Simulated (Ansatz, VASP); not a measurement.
## BeTe: VASP beside Ansatz

```xyz
8
Lattice="5.6059 0.0000 0.0000 0.0000 -5.6059 0.0000 0.0000 0.0000 -5.6059" Properties=species:S:1:pos:R:3 pbc="T T T"
Be    0.0000    0.0000    0.0000
Be    2.8030   -2.8030    0.0000
Be    2.8030    0.0000   -2.8030
Be    0.0000   -2.8030   -2.8030
Te    4.2044   -4.2044   -4.2044
Te    1.4015   -1.4015   -4.2044
Te    1.4015   -4.2044   -1.4015
Te    4.2044   -1.4015   -1.4015
```

Alike in both runs: functional PBEsol; k mesh 6 × 6 × 6; occupations gaussian, width 0.02 eV; no spin polarisation.

Ansatz relaxed the structure, and its values are those at the end. VASP's run is a single point on that final structure, the one shown.

|  | VASP | Ansatz |
| --- | --- | --- |
| version | VASP 6.6.1 | Ansatz 0.2.0 |
| potentials or method | VASP PAW PBE potentials, release 64 (Be, Te), cutoff 520 eV | scalar-relativistic, plane waves, PAW |
| valence electrons in the cell | 32 | 72 |

```tsv
	VASP	Ansatz	Ansatz less VASP
gap on the k mesh at the Fermi level (eV)	1.82	1.84	+0.018
least direct gap on the mesh (eV)	1.82	1.84	+0.018
pressure (GPa)	0.2	0.0	-0.26
```

VASP's potentials were made for PBE, not for PBEsol. With one functional, cell and mesh, what is left measures potentials, basis and numerics. VASP's potentials hold 32 valence electrons a cell and Ansatz's 72, so a difference there can come from the potentials and not from the codes.

Neither program's run includes spin-orbit coupling.
